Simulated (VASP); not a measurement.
# Ga (P6_3/mmc) in VASP: further runs

The runs below take Ga through single point, relaxation of cell and atoms, with PBE.

Everything below comes from runs of VASP 6.6.1. Logs are shortened: lines on timing, memory, paths and dates and some standing lists are left out, and cuts for length are marked.

**1. The cell of the first run**

Symmetry: P6_3/mmc, No. 194, hexagonal system. Conventional cell: a = 3.099 Å, b = 3.099 Å, c = 5.030 Å, α = 90.00°, β = 90.00°, γ = 120.00°. Ga (site symmetry -6m2) has 12 Ga at 3.09 to 3.10 Å within 4.1 Å.

**2. Single point, PBE**

INCAR

```
  PREC = Accurate
  ENCUT = 520
  EDIFF = 1E-6
  ISMEAR = 0
  SIGMA = 0.1
  LREAL = F
  LASPH = T
  NELM = 100
  ALGO = Normal
  ISIF = 2
  LWAVE = F
  LCHARG = F
  GGA = PE
  NBANDS = 20
```

KPOINTS

```
Automatic mesh
0
Gamma
  6 6 4
```

POSCAR

```
Ga
1.0
    3.0990847592      0.0000000000      0.0000000000
   -1.5495423796      2.6838861299      0.0000000000
    0.0000000000      0.0000000000      5.0299786901
Ga
2
Direct
    0.3333333333      0.6666666667      0.2500000000
    0.6666666667      0.3333333333      0.7500000000
```

Potentials or basis: VASP PAW PBE potentials, release 64 (Ga_d).

Run with:

```console
> cat potpaw_PBE.64/Ga_d/POTCAR > POTCAR
> mpirun -np 1 vasp_std > vasp.out
```

OUTCAR:

```text
PREC = Accurate
   ENCUT = 520
   EDIFF = 1E-6
   ISMEAR = 0
   LREAL = F
   LASPH = T
   NELM = 100
   ISIF = 2
   GGA = PE

 ion  position               nearest neighbor table
   1  0.333  0.667  0.250-
   2  0.667  0.333  0.750-

  LATTYP: Found a hexagonal cell.
 ALAT       =     3.0990847592
 C/A-ratio  =     1.6230529595

  Lattice vectors:

 A1 = (   3.0990847592,   0.0000000000,   0.0000000000)
 A2 = (  -1.5495423796,   2.6838861299,   0.0000000000)
 A3 = (   0.0000000000,   0.0000000000,   5.0299786901)

Analysis of symmetry for initial positions (statically):
=====================================================================
 Subroutine PRICEL returns:
 Original cell was already a primitive cell.

 Routine SETGRP: Setting up the symmetry group for a
 hexagonal supercell.

 Subroutine GETGRP returns: Found 24 space group operations
 (whereof 12 operations were pure point group operations)
 out of a pool of 24 trial point group operations.

The static configuration has the point symmetry D_3d.
 The point group associated with its full space group is D_6h.

Analysis of symmetry for dynamics (positions and initial velocities):
=====================================================================
 Subroutine PRICEL returns:
 Original cell was already a primitive cell.

 Routine SETGRP: Setting up the symmetry group for a
 hexagonal supercell.

 Subroutine GETGRP returns: Found 24 space group operations
 (whereof 12 operations were pure point group operations)
 out of a pool of 24 trial point group operations.

The dynamic configuration has the point symmetry D_3d.
 The point group associated with its full space group is D_6h.

 Subroutine INISYM returns: Found 24 space group operations
 (whereof 12 operations are pure point group operations),
 and found     1 'primitive' translations

----------------------------------------------------------------------------------------

                                     Primitive cell

  volume of cell :      41.8373

  direct lattice vectors                    reciprocal lattice vectors
     3.099084759  0.000000000  0.000000000     0.322675912  0.186297024  0.000000000
    -1.549542380  2.683886130  0.000000000     0.000000000  0.372594049  0.000000000
     0.000000000  0.000000000  5.029978690     0.000000000  0.000000000  0.198807999

  length of vectors
     3.099084759  3.099084759  5.029978690     0.372594049  0.372594049  0.198807999

  position of ions in fractional coordinates (direct lattice)
     0.333333333  0.666666667  0.250000000
     0.666666667  0.333333333  0.750000000

  ion indices of the primitive-cell ions
   primitive index   ion index
                 1           1
                 2           2

----------------------------------------------------------------------------------------

 KPOINTS: Automatic mesh

Automatic generation of k-mesh.
 Grid dimensions read from file:
 generate k-points for:    6    6    4

 Generating k-lattice:

  Cartesian coordinates                     Fractional coordinates (reciprocal lattice)
     0.053779319  0.031049504  0.000000000     0.166666667  0.000000000  0.000000000
     0.000000000  0.062099008  0.000000000     0.000000000  0.166666667  0.000000000
     0.000000000  0.000000000  0.049702000     0.000000000  0.000000000  0.250000000

  Length of vectors
     0.062099008  0.062099008  0.049702000

  Shift w.r.t. Gamma in fractional coordinates (k-lattice)
     0.000000000  0.000000000  0.000000000

 Subroutine IBZKPT returns following result:
 ===========================================

 Found     21 irreducible k-points:

 Following reciprocal coordinates:
            Coordinates               Weight
  0.000000  0.000000  0.000000      1.000000
  0.166667  0.000000  0.000000      6.000000
  0.333333  0.000000  0.000000      6.000000
  0.500000  0.000000  0.000000      3.000000
  0.166667  0.166667  0.000000      6.000000
  0.333333  0.166667  0.000000     12.000000
[... 13 lines left out ...]
  0.333333  0.166667  0.500000     12.000000
  0.333333  0.333333  0.500000      2.000000
   k-points           NKPTS =     21   k-points in BZ     NKDIM =     21   number of bands    NBANDS=     20
   number of dos      NEDOS =    301   number of ions     NIONS =      2
   total plane-waves  NPLWV =  23040
   dimension x,y,z NGX =    24 NGY =   24 NGZ =   40
   dimension x,y,z NGXF=    48 NGYF=   48 NGZF=   80
   ions per type =               2
   NGX,Y,Z   is equivalent  to a cutoff of  12.87, 12.87, 13.22 a.u.
   NGXF,Y,Z  is equivalent  to a cutoff of  25.75, 25.75, 26.44 a.u.
 SYSTEM =  unknown system
   PREC   = accura    normal or accurate (medium, high low for compatibility)
   ISTART =      0    job   : 0-new  1-cont  2-samecut
   ICHARG =      2    charge: 1-file 2-atom 10-const
   ISPIN  =      1    spin polarized calculation?
   LNONCOLLINEAR =      F non collinear calculations
   LSORBIT =      F    spin-orbit coupling
   LASPH  =      T    aspherical Exc in radial PAW
   ENCUT  =  520.0 eV  38.22 Ry    6.18 a.u.   5.76  5.76  9.35*2*pi/ulx,y,z
   NELM   =    100;   NELMIN=  2; NELMDL= -5     # of ELM steps
   EDIFF  = 0.1E-05   stopping-criterion for ELM
   LREAL  =      F    real-space projection
   EDIFFG = 0.1E-04   stopping-criterion for IOM
   NSW    =      0    number of steps for IOM
   IBRION =     -1    ionic relax: 0-MD 1-quasi-New 2-CG
   NFREE  =      0    steps in history (QN), initial steepest desc. (CG)
   ISIF   =      2    stress and relaxation
   ISYM   =      2    0-nonsym 1-usesym 2-fastsym
   POTIM  = 0.5000    time-step for ionic-motion
   TEBEG  =    0.0;   TEEND  =   0.0 temperature during run
   PSTRESS=    0.0 pullay stress
   NELECT =      26.0000    total number of electrons
   NUPDOWN=      -1.0000    fix difference up-down
   EMIN   =  10.00;   EMAX   =-10.00  energy-range for DOS
   EFERMI =   0.00;   METHOD = LEGACY
   ISMEAR =     0;   SIGMA  =   0.10  broadening in eV -4-tet -1-fermi 0-gaus
   EFERMI_NEDOS =   21; number of points for ismear=-14 and -15
   IALGO  =     38    algorithm
   IMIX   =      4    mixing-type and parameters
     AMIX     =   0.40;   BMIX     =  1.00
     AMIX_MAG =   1.60;   BMIX_MAG =  1.00
  volume/ion in A,a.u.               =      20.92       141.17
  Fermi-wavevector in a.u.,A,eV,Ry     =   1.397048  2.640038 26.555084  1.951744
  Thomas-Fermi vector in A             =   2.520343
   LORBIT       =      0    0 simple, 1 ext, 2 COOP (PROOUT), +10 PAW based schemes
   GGA     = PE    functional components
   LHFCALC =     F    Hartree Fock is set to
   AEXX    =    0.0000 exact exchange contribution
   IVDW    =     0    specifies the selected vdW correction
   LEPSILON=     F    determine dielectric tensor
   LRPA    =     F    only Hartree local field effects (RPA)
 non-spin polarized calculation
 Gauss-broadening in eV      SIGMA  =   0.10
  energy-cutoff  :      520.00
  volume of cell :       41.84
 maximum number of plane-waves:      1152
 NGX is ok and might be reduce to    24
   NGX = 11   NGY = 11   NGZ = 19

 number of electron      26.0000003 magnetization

 Free energy of the ion-electron system (eV)
  ---------------------------------------------------
  ext. energy  EPLUGINS =         0.00000000
  ---------------------------------------------------
  free energy    TOTEN  =        -5.75588861 eV

  energy without entropy =       -5.74844586  energy(sigma->0) =       -5.75216723

 E-fermi :   4.5798     XC(G=0): -10.5191

 val. band max:        4.5562734588   @ k =   0.1667   0.0000   0.2500
 cond. band min:       4.7223677486   @ k =   0.5000   0.0000   0.0000
 fundamental gap:      0.1660942898
 Fermi energy:         4.5797607600

 k-point     1 :       0.0000    0.0000    0.0000
  band No.  band energies     occupation
      1     -10.2406      2.00000
      2     -10.1924      2.00000
      3     -10.1706      2.00000
      4     -10.1706      2.00000
      5     -10.1541      2.00000
      6     -10.1541      2.00000
[... 12 lines left out ...]
     19      17.4625      0.00000
     20      18.1477      0.00000

 k-point     2 :       0.1667    0.0000    0.0000
  band No.  band energies     occupation
      1     -10.2339      2.00000
      2     -10.1915      2.00000
      3     -10.1623      2.00000
      4     -10.1566      2.00000
      5     -10.1492      2.00000
      6     -10.1384      2.00000
[... 12 lines left out ...]
     19      15.5280      0.00000
     20      18.4455      0.00000

 k-point     3 :       0.3333    0.0000    0.0000
  band No.  band energies     occupation
      1     -10.2752      2.00000
      2     -10.2146      2.00000
      3     -10.1912      2.00000
      4     -10.1767      2.00000
      5     -10.1370      2.00000
      6     -10.1048      2.00000
[... 12 lines left out ...]
     19      14.2304      0.00000
     20      17.2303      0.00000

 k-point     4 :       0.5000    0.0000    0.0000
  band No.  band energies     occupation
      1     -10.2980      2.00000
      2     -10.2472      2.00000
      3     -10.2050      2.00000
      4     -10.1893      2.00000
      5     -10.1214      2.00000
      6     -10.1142      2.00000
[... 12 lines left out ...]
     19      13.6574      0.00000
     20      16.7805      0.00000

 k-point     5 :       0.1667    0.1667    0.0000
  band No.  band energies     occupation
      1     -10.2168      2.00000
      2     -10.2137      2.00000
      3     -10.1968      2.00000
      4     -10.1723      2.00000
      5     -10.1364      2.00000
      6     -10.1207      2.00000
[... 12 lines left out ...]
     19      15.2017      0.00000
     20      17.5082      0.00000
[... 284 lines left out ...]
      6     -10.1063      2.00000
[... 12 lines left out ...]
     19      14.3291      0.00000
     20      14.3291      0.00000

 k-point    19 :       0.1667    0.1667    0.5000
  band No.  band energies     occupation
      1     -10.2248      2.00000
      2     -10.2248      2.00000
      3     -10.1734      2.00000
      4     -10.1734      2.00000
      5     -10.1234      2.00000
      6     -10.1234      2.00000
[... 12 lines left out ...]
     19      17.9282      0.00000
     20      17.9282      0.00000

 k-point    20 :       0.3333    0.1667    0.5000
  band No.  band energies     occupation
      1     -10.2365      2.00000
      2     -10.2365      2.00000
      3     -10.1911      2.00000
      4     -10.1911      2.00000
      5     -10.1215      2.00000
      6     -10.1215      2.00000
[... 12 lines left out ...]
     19      16.4477      0.00000
     20      16.4477      0.00000

 k-point    21 :       0.3333    0.3333    0.5000
  band No.  band energies     occupation
      1     -10.2268      2.00000
      2     -10.2268      2.00000
      3     -10.1557      2.00000
      4     -10.1557      2.00000
      5     -10.1085      2.00000
      6     -10.1085      2.00000
[... 12 lines left out ...]
     19      16.8733      0.00000
     20      16.8772      0.00000

------------------------ aborting loop because EDIFF is reached ----------------------------------------

  FORCE on cell =-STRESS in cart. coord.  units (eV):
  Direction    XX          YY          ZZ          XY          YZ          ZX
  --------------------------------------------------------------------------------------
  -------------------------------------------------------------------------------------
  Total       -1.0695518     -1.0695518     -0.9981563      0.0000000      0.0000000      0.0000000
  in kB      -40.9589417    -40.9589417    -38.2248194      0.0000000      0.0000000      0.0000000
  external PRESSURE =     -40.0475676 kB  Pullay stress =       0.0000000 kB

 VOLUME and BASIS-vectors are now :
 -----------------------------------------------------------------------------
  energy-cutoff  :      520.00
  volume of cell :       41.84
      direct lattice vectors                 reciprocal lattice vectors
     3.099084759  0.000000000  0.000000000     0.322675912  0.186297024  0.000000000
    -1.549542380  2.683886130  0.000000000     0.000000000  0.372594049  0.000000000
     0.000000000  0.000000000  5.029978690     0.000000000  0.000000000  0.198807999

 POSITION                                       TOTAL-FORCE (eV/Angst)
 -----------------------------------------------------------------------------------
     -0.00000      1.78926      1.25749        -0.000000     -0.000000     -0.000000
      1.54954      0.89463      3.77248         0.000000      0.000000      0.000000
 -----------------------------------------------------------------------------------
    total drift:                               -0.000000      0.000000      0.000000

  FREE ENERGIE OF THE ION-ELECTRON SYSTEM (eV)
  ---------------------------------------------------
  free  energy   TOTEN  =        -5.7558886059 eV

  energy  without entropy=       -5.7484458559  energy(sigma->0) =       -5.75216723
```

It took 12 s on 1 thread of AMD EPYC 7R13 (Zen 3), shared host; peak memory 0.13 GiB.

Results:

```yaml
Free_energy: -5.7559 eV
Pressure: -4.0 GPa
Band_gap_on_the_k_mesh: zero (band 13 reaches 8.50 eV, above the bottom of band 14 at 1.88 eV)
```

Stress tensor (GPa, compression positive):
```
-4.10  0.00  0.00
 0.00 -4.10  0.00
 0.00  0.00 -3.82
```

Caveat: the k points lie up to 0.39 Å⁻¹ apart.

**3. Single point, PBE**

This run uses another cell than the first one, of 18.86 Å³/atom, 0.902 times its volume.

INCAR

```
SYSTEM = Ga
  PREC = Accurate
  ENCUT = 520
  EDIFF = 1E-6
  ISMEAR = 0
  SIGMA = 0.1
  LREAL = .False.
  LASPH = .True.
  NELM = 80
  ALGO = Normal
  ISIF = 2
  LWAVE = .False.
  LCHARG = .True.
  GGA = PE
  LELF = .True.
  LVHAR = .True.
  NBANDS = 20
```

KPOINTS

```
regular mesh
0
Gamma
  6 6 4
  0 0 0
```

POSCAR

```
Ga
1.0
    2.9631281925      0.0000000000      0.0000000000
   -1.4815640962      2.5661442893      0.0000000000
    0.0000000000      0.0000000000      4.9613512046
Ga
2
Direct
    0.3333333333      0.6666666667      0.2500000000
    0.6666666667      0.3333333333      0.7500000000
```

Potentials or basis: VASP PAW PBE potentials, release 64 (Ga_d).

Run with:

```console
> cat potpaw_PBE.64/Ga_d/POTCAR > POTCAR
> mpirun -np 1 vasp_std > vasp.out
```

Run time: 12 s. Hardware: 1 thread of Intel Xeon Platinum 8259CL at 2.50GHz (Skylake/Cascade Lake), shared host; peak memory 0.15 GiB.

Results (log left out):

| Property | Result |
| --- | --- |
| Free energy | -5.8173 eV |
| Pressure | 0.1 GPa |
| Band gap on the k mesh | zero (band 13 reaches 9.27 eV, above the bottom of band 14 at 2.44 eV) |

Stress tensor (GPa, compression positive):
```
0.19 0.00 0.00
0.00 0.19 0.00
0.00 0.00 0.01
```

Levels at points of the mesh, in eV from the Fermi level:
```csv
k point,band 10,band 11,band 12,band 13,band 14,band 15,band 16,band 17
"(0.00, 0.00, 0.00)",-14.60,-10.95,-5.16,-3.98,10.17,10.17,11.85,12.05
"(0.50, 0.00, 0.00)",-14.56,-5.39,-4.66,0.32,0.50,1.14,3.21,5.30
"(0.00, 0.00, 0.50)",-14.64,-9.38,-9.38,3.25,3.25,11.28,11.28,11.28
"(0.50, 0.00, 0.50)",-14.56,-3.91,-3.91,-3.02,-3.02,6.91,6.91,7.24
```

Caveat: the k points lie up to 0.41 Å⁻¹ apart.

(Continued in part 2 of 2.)
